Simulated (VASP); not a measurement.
# GaP (zincblende type) (F-43m) in VASP: density of states with PBE

Aim: the density of states of GaP (zincblende type) with PBE.

Everything below comes from runs of VASP 6.6.1. Logs are shortened: lines on timing, memory, paths and dates and some standing lists are left out, and cuts for length are marked.

## 1. The cell of the first run

The structure is cubic, space group F-43m (No. 216). The conventional cell has a = 4.511 Å, b = 4.511 Å, c = 4.511 Å, α = 90.00°, β = 90.00°, γ = 90.00°. Within 2.6 Å of Ga (site symmetry -43m) lie 4 P at 1.95 Å. P (site symmetry -43m) has 4 Ga at 1.95 Å within 2.6 Å.

## 2. Density of states, PBE (volume scaled by 0.55)

File POSCAR:

```
GaP
1.0
    0.0000000000      2.2555949787      2.2555949787
    2.2555949787      0.0000000000      2.2555949787
    2.2555949787      2.2555949787      0.0000000000
Ga P
1 1
Direct
    0.0000000000      0.0000000000      0.0000000000
    0.2500000000      0.2500000000      0.2500000000
```

File INCAR.step1:

```
SYSTEM = GaP
PREC = Accurate
ENCUT = 520
EDIFF = 1E-6
ISMEAR = -1
SIGMA = 0.1
LREAL = .False.
LASPH = .True.
NELM = 60
ALGO = Normal
ISIF = 2
LWAVE = .False.
LCHARG = .True.
GGA = PE
NBANDS = 16
```

File KPOINTS.step1:

```
regular mesh
0
Gamma
  12 12 12
  0 0 0
```

File INCAR.step2:

```
SYSTEM = GaP
PREC = Accurate
ENCUT = 520
EDIFF = 1E-6
ISMEAR = -5
SIGMA = 0.1
LREAL = .False.
LASPH = .True.
NELM = 60
ALGO = Normal
ISIF = 2
LWAVE = .False.
LCHARG = .False.
GGA = PE
LORBIT = 11
NBANDS = 16
NEDOS = 2001
ICHARG = 11
```

File KPOINTS.step2:

```
regular mesh
0
Gamma
  18 18 18
  0 0 0
```

Potentials or basis: VASP PAW PBE potentials, release 64 (Ga_d, P).

Started as:

```
cat potpaw_PBE.64/Ga_d/POTCAR potpaw_PBE.64/P/POTCAR > POTCAR
cp INCAR.step1 INCAR
cp KPOINTS.step1 KPOINTS
mpirun -np 1 vasp_std > vasp.out
cp INCAR.step2 INCAR
cp KPOINTS.step2 KPOINTS
mpirun -np 1 vasp_std > vasp.out
```

OUTCAR:

```text
SYSTEM = GaP
   PREC = Accurate
   ENCUT = 520
   EDIFF = 1E-6
   ISMEAR = -5
   LREAL = .False.
   LASPH = .True.
   NELM = 60
   ISIF = 2
   GGA = PE
   LORBIT = 11
   ICHARG = 11

 ion  position               nearest neighbor table
   1  0.000  0.000  0.000-   2 1.95   2 1.95   2 1.95   2 1.95
   2  0.250  0.250  0.250-   1 1.95   1 1.95   1 1.95   1 1.95

  LATTYP: Found a face centered cubic cell.
 ALAT       =     4.5111899574

  Lattice vectors:

 A1 = (   0.0000000000,   2.2555949787,   2.2555949787)
 A2 = (   2.2555949787,   0.0000000000,   2.2555949787)
 A3 = (   2.2555949787,   2.2555949787,   0.0000000000)

Analysis of symmetry for initial positions (statically):
=====================================================================
 Subroutine PRICEL returns:
 Original cell was already a primitive cell.

 Routine SETGRP: Setting up the symmetry group for a
 face centered cubic supercell.

 Subroutine GETGRP returns: Found 24 space group operations
 (whereof 24 operations were pure point group operations)
 out of a pool of 48 trial point group operations.

The static configuration has the point symmetry T_d .

Analysis of symmetry for dynamics (positions and initial velocities):
=====================================================================
 Subroutine PRICEL returns:
 Original cell was already a primitive cell.

 Routine SETGRP: Setting up the symmetry group for a
 face centered cubic supercell.

 Subroutine GETGRP returns: Found 24 space group operations
 (whereof 24 operations were pure point group operations)
 out of a pool of 48 trial point group operations.

The dynamic configuration has the point symmetry T_d .

 Subroutine INISYM returns: Found 24 space group operations
 (whereof 24 operations are pure point group operations),
 and found     1 'primitive' translations

----------------------------------------------------------------------------------------

                                     Primitive cell

  volume of cell :      22.9516

  direct lattice vectors                    reciprocal lattice vectors
     0.000000000  2.255594979  2.255594979    -0.221671002  0.221671002  0.221671002
     2.255594979  0.000000000  2.255594979     0.221671002 -0.221671002  0.221671002
     2.255594979  2.255594979  0.000000000     0.221671002  0.221671002 -0.221671002

  length of vectors
     3.189893010  3.189893010  3.189893010     0.383945439  0.383945439  0.383945439

[... 88 lines left out ...]
   ISIF   =      2    stress and relaxation
   ISYM   =      2    0-nonsym 1-usesym 2-fastsym
   POTIM  = 0.5000    time-step for ionic-motion
   TEBEG  =    0.0;   TEEND  =   0.0 temperature during run
   PSTRESS=    0.0 pullay stress
   NELECT =      18.0000    total number of electrons
   NUPDOWN=      -1.0000    fix difference up-down
   EMIN   =  10.00;   EMAX   =-10.00  energy-range for DOS
   EFERMI =   0.00;   METHOD = LEGACY
   ISMEAR =    -5;   SIGMA  =   0.10  broadening in eV -4-tet -1-fermi 0-gaus
   EFERMI_NEDOS =   21; number of points for ismear=-14 and -15
   IALGO  =     38    algorithm
   IMIX   =      4    mixing-type and parameters
     AMIX     =   0.40;   BMIX     =  1.00
     AMIX_MAG =   1.60;   BMIX_MAG =  1.00
  volume/ion in A,a.u.               =      11.48        77.44
  Fermi-wavevector in a.u.,A,eV,Ry     =   1.509714  2.852945 31.010874  2.279235
  Thomas-Fermi vector in A             =   2.619999
   LORBIT       =     11    0 simple, 1 ext, 2 COOP (PROOUT), +10 PAW based schemes
   GGA     = PE    functional components
   LHFCALC =     F    Hartree Fock is set to
   AEXX    =    0.0000 exact exchange contribution
   IVDW    =     0    specifies the selected vdW correction
   LEPSILON=     F    determine dielectric tensor
   LRPA    =     F    only Hartree local field effects (RPA)
 non-spin polarized calculation
 Fermi weights with tetrahedron method with Bloechl corrections
  energy-cutoff  :      520.00
  volume of cell :       22.95
 maximum number of plane-waves:       636

 number of electron      18.0000001 magnetization

 Free energy of the ion-electron system (eV)
  ---------------------------------------------------
  ext. energy  EPLUGINS =         0.00000000
  ---------------------------------------------------
  free energy    TOTEN  =        -3.44046285 eV

  energy without entropy =       -3.44046285  energy(sigma->0) =       -3.44046285

 E-fermi :  12.5737     XC(G=0): -12.6877

 val. band max:       12.6871105567   @ k =   0.0000   0.0000   0.0000
 cond. band min:      12.5199537827   @ k =   0.4444   0.4444   0.0000
 fundamental gap:     -0.1671567740
 Fermi energy:        12.5736514157

 k-point     1 :       0.0000    0.0000    0.0000
  band No.  band energies     occupation
      1      -5.8291      2.00000
      2      -4.6200      2.00000
      3      -4.6200      2.00000
      4      -4.6200      2.00000
      5      -4.1957      2.00000
      6      -4.1957      2.00000
[... 433 lines left out ...]
      3      -4.5484      2.00000
      4      -4.2072      2.00000
      5      -4.1985      2.00000
      6      -3.9813      2.00000
[... 8 lines left out ...]
     15      23.1482      0.00000
     16      25.1944      0.00000

 [... further k-points ...]

------------------------ aborting loop because EDIFF is reached ----------------------------------------

  FORCE on cell =-STRESS in cart. coord.  units (eV):
  Direction    XX          YY          ZZ          XY          YZ          ZX
  --------------------------------------------------------------------------------------
  -------------------------------------------------------------------------------------
  Total       23.3796398     23.3796398     23.3796398      0.0000000      0.0000000      0.0000000
  in kB     1632.0559555   1632.0559555   1632.0559555      0.0000000      0.0000000      0.0000000
  external PRESSURE =    1632.0559555 kB  Pullay stress =       0.0000000 kB

 VOLUME and BASIS-vectors are now :
 -----------------------------------------------------------------------------
  energy-cutoff  :      520.00
  volume of cell :       22.95
      direct lattice vectors                 reciprocal lattice vectors
     0.000000000  2.255594979  2.255594979    -0.221671002  0.221671002  0.221671002
     2.255594979  0.000000000  2.255594979     0.221671002 -0.221671002  0.221671002
     2.255594979  2.255594979  0.000000000     0.221671002  0.221671002 -0.221671002

 POSITION                                       TOTAL-FORCE (eV/Angst)
 -----------------------------------------------------------------------------------
      0.00000      0.00000      0.00000         0.000000      0.000000      0.000000
      1.12780      1.12780      1.12780        -0.000000     -0.000000     -0.000000
 -----------------------------------------------------------------------------------
    total drift:                                0.000003      0.000003      0.000002

  FREE ENERGIE OF THE ION-ELECTRON SYSTEM (eV)
  ---------------------------------------------------
  free  energy   TOTEN  =        -3.4404628526 eV

  energy  without entropy=       -3.4404628526  energy(sigma->0) =       -3.44046285

 total charge

# of ion       s       p       d       tot
------------------------------------------
    1        1.049   1.770  10.237  13.057
    2        1.051   1.984   0.000   3.035
--------------------------------------------------
tot          2.100   3.755  10.237  16.092
```

OUTCAR.step1:

```text
SYSTEM = GaP
   PREC = Accurate
   ENCUT = 520
   EDIFF = 1E-6
   ISMEAR = -1
   LREAL = .False.
[... 677 lines left out ...]
      0.00000      0.00000      0.00000        -0.000000      0.000000     -0.000000
      1.12780      1.12780      1.12780         0.000000     -0.000000      0.000000
 -----------------------------------------------------------------------------------
    total drift:                                0.000003      0.000003      0.000002

  FREE ENERGIE OF THE ION-ELECTRON SYSTEM (eV)
  ---------------------------------------------------
  free  energy   TOTEN  =        -3.4346141012 eV

  energy  without entropy=       -3.4304150277  energy(sigma->0) =       -3.43251456
```

Run time: 39 s. Hardware: 1 thread of Intel Xeon 6975P-C (Granite Rapids), shared host; peak memory 0.19 GiB.

What came out:

```yaml
Valence_electrons_inside_the_program's_atomic_spheres: Ga 13.06; P 3.04
```

Caveat: tetrahedron occupations give inexact forces and stress in metals.
